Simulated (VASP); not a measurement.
# AgCl (zincblende type) (F-43m) in VASP: a series of runs, part 2 of 2

VASP 6.6.1. Earlier steps stand in the parts before.

## (4) Single point, PBE

This run uses another cell than the first one, of 27.81 Å³/atom, 1.063 times its volume.

Contents of INCAR:

```
ALGO = Normal ; EDIFF = 1E-7
ENCUT = 520 ; GGA = PE
ISIF = 2 ; ISMEAR = -1
LASPH = T ; LCHARG = F
LREAL = F ; LWAVE = F
NBANDS = 16 ; NELM = 60
PREC = Accurate ; SIGMA = 0.03
```

Contents of KPOINTS:

```
k-points
0
Gamma
  11 11 11
```

Contents of POSCAR:

```
AgCl
1.0
    0.0000000000      3.0295479172      3.0295479172
    3.0295479172      0.0000000000      3.0295479172
    3.0295479172      3.0295479172      0.0000000000
Ag Cl
1 1
Direct
    0.0000000000      0.0000000000      0.0000000000
    0.2500000000      0.2500000000      0.2500000000
```

Potentials or basis: VASP PAW PBE potentials, release 64 (Ag, Cl).

On the command line:

```bash
$ cat potpaw_PBE.64/Ag/POTCAR potpaw_PBE.64/Cl/POTCAR > POTCAR
$ mpirun -np 1 vasp_std > vasp.out
```

OUTCAR:

```text
EDIFF = 1E-7
   ENCUT = 520
   GGA = PE
   ISIF = 2
   ISMEAR = -1
   LASPH = T
   LREAL = F
   NELM = 60
   PREC = Accurate

 ion  position               nearest neighbor table
   1  0.000  0.000  0.000-   2 2.62   2 2.62   2 2.62   2 2.62
   2  0.250  0.250  0.250-   1 2.62   1 2.62   1 2.62   1 2.62

  LATTYP: Found a face centered cubic cell.
 ALAT       =     6.0590958344

  Lattice vectors:

 A1 = (   0.0000000000,   3.0295479172,   3.0295479172)
 A2 = (   3.0295479172,   0.0000000000,   3.0295479172)
 A3 = (   3.0295479172,   3.0295479172,   0.0000000000)

Analysis of symmetry for initial positions (statically):
=====================================================================
 Subroutine PRICEL returns:
 Original cell was already a primitive cell.

 Routine SETGRP: Setting up the symmetry group for a
 face centered cubic supercell.

 Subroutine GETGRP returns: Found 24 space group operations
 (whereof 24 operations were pure point group operations)
 out of a pool of 48 trial point group operations.

The static configuration has the point symmetry T_d .

Analysis of symmetry for dynamics (positions and initial velocities):
=====================================================================
 Subroutine PRICEL returns:
 Original cell was already a primitive cell.

 Routine SETGRP: Setting up the symmetry group for a
 face centered cubic supercell.

 Subroutine GETGRP returns: Found 24 space group operations
 (whereof 24 operations were pure point group operations)
 out of a pool of 48 trial point group operations.

The dynamic configuration has the point symmetry T_d .

 Subroutine INISYM returns: Found 24 space group operations
 (whereof 24 operations are pure point group operations),
 and found     1 'primitive' translations

----------------------------------------------------------------------------------------
[... 109 lines left out ...]
   EFERMI_NEDOS =   21; number of points for ismear=-14 and -15
   IALGO  =     38    algorithm
   IMIX   =      4    mixing-type and parameters
     AMIX     =   0.40;   BMIX     =  1.00
     AMIX_MAG =   1.60;   BMIX_MAG =  1.00
  volume/ion in A,a.u.               =      27.81       187.64
  Fermi-wavevector in a.u.,A,eV,Ry     =   1.124030  2.124108 17.190187  1.263443
  Thomas-Fermi vector in A             =   2.260699
   LORBIT       =      0    0 simple, 1 ext, 2 COOP (PROOUT), +10 PAW based schemes
   GGA     = PE    functional components
   LHFCALC =     F    Hartree Fock is set to
   AEXX    =    0.0000 exact exchange contribution
   IVDW    =     0    specifies the selected vdW correction
   LEPSILON=     F    determine dielectric tensor
   LRPA    =     F    only Hartree local field effects (RPA)
 non-spin polarized calculation
  energy-cutoff  :      520.00
  volume of cell :       55.61
 maximum number of plane-waves:      1510
   NGX = 15   NGY = 15   NGZ = 15

 number of electron      17.9999995 magnetization

 Free energy of the ion-electron system (eV)
  ---------------------------------------------------
  ext. energy  EPLUGINS =         0.00000000
  ---------------------------------------------------
  free energy    TOTEN  =        -5.45319092 eV

  energy without entropy =       -5.45319092  energy(sigma->0) =       -5.45319092

 E-fermi :   2.0660     XC(G=0):  -8.3699

 val. band max:        1.3988068451   @ k =   0.0000   0.0000   0.0000
 cond. band min:       2.6924580992   @ k =   0.0000   0.0000   0.0000
 fundamental gap:      1.2936512541
 Fermi energy:         2.0660411589

 k-point     1 :       0.0000    0.0000    0.0000
  band No.  band energies     occupation
      1     -13.2648      2.00000
      2      -2.4817      2.00000
      3      -2.4817      2.00000
      4      -2.4817      2.00000
      5      -0.6154      2.00000
      6      -0.6154      2.00000
[... 433 lines left out ...]
      3      -2.3573      2.00000
      4      -2.3553      2.00000
      5      -0.6561      2.00000
      6      -0.5682      2.00000
[... 8 lines left out ...]
     15      13.8155      0.00000
     16      15.6042      0.00000

 [... further k-points ...]

------------------------ aborting loop because EDIFF is reached ----------------------------------------

  FORCE on cell =-STRESS in cart. coord.  units (eV):
  Direction    XX          YY          ZZ          XY          YZ          ZX
  --------------------------------------------------------------------------------------
  -------------------------------------------------------------------------------------
  Total       -0.0355045     -0.0355045     -0.0355045      0.0000000      0.0000000     -0.0000000
  in kB       -1.0228951     -1.0228951     -1.0228951      0.0000000      0.0000000     -0.0000000
  external PRESSURE =      -1.0228951 kB  Pullay stress =       0.0000000 kB

 VOLUME and BASIS-vectors are now :
 -----------------------------------------------------------------------------
  energy-cutoff  :      520.00
  volume of cell :       55.61
      direct lattice vectors                 reciprocal lattice vectors
     0.000000000  3.029547917  3.029547917    -0.165041126  0.165041126  0.165041126
     3.029547917  0.000000000  3.029547917     0.165041126 -0.165041126  0.165041126
     3.029547917  3.029547917  0.000000000     0.165041126  0.165041126 -0.165041126

 POSITION                                       TOTAL-FORCE (eV/Angst)
 -----------------------------------------------------------------------------------
      0.00000      0.00000      0.00000        -0.000000     -0.000000     -0.000000
      1.51477      1.51477      1.51477         0.000000      0.000000      0.000000
 -----------------------------------------------------------------------------------
    total drift:                               -0.000000     -0.000000     -0.000000

  FREE ENERGIE OF THE ION-ELECTRON SYSTEM (eV)
  ---------------------------------------------------
  free  energy   TOTEN  =        -5.4531909157 eV

  energy  without entropy=       -5.4531909157  energy(sigma->0) =       -5.45319092
```

stdout:

```text
POSCAR found type information on POSCAR AgCl
 POSCAR found :  2 types and       2 ions
 scaLAPACK will be used
 LDA part: xc-table for (Slater+PW92), standard interpolation
 POSCAR, INCAR and KPOINTS ok, starting setup
 FFT: planning ... GRIDC
 FFT: planning ... GRID_SOFT
 FFT: planning ... GRID
 WAVECAR not read
 entering main loop
```

Run time: 15 s. Hardware: 1 thread of Intel Xeon 6975P-C (Granite Rapids), shared host; peak memory 0.2 GiB.

What came out:

- Free energy: -5.4532 eV
- Pressure: -0.1 GPa
- Band gap on the k mesh: 1.29 eV, direct

A k mesh can miss the band edges. As with any semilocal functional, this PBE gap is likely too small.

## (5) Summary

```tsv
cell	gap on the mesh (eV)	pressure (GPa)
a = 4.198 Å, angles 60.0°, 2 atoms	1.22	2.0
a = 4.256 Å, angles 60.0°, 2 atoms	1.27	0.5
a = 4.284 Å, angles 60.0°, 2 atoms	1.29	-0.1
```

Alike in all rows: task single point; level PBE; potentials or basis VASP PAW PBE potentials, release 64 (Ag, Cl); no spin polarisation; k mesh 11 × 11 × 11; cutoff (eV) 520; smearing fermi-dirac 0.03 eV.

Absolute energies hang on the potentials; compare differences alone.
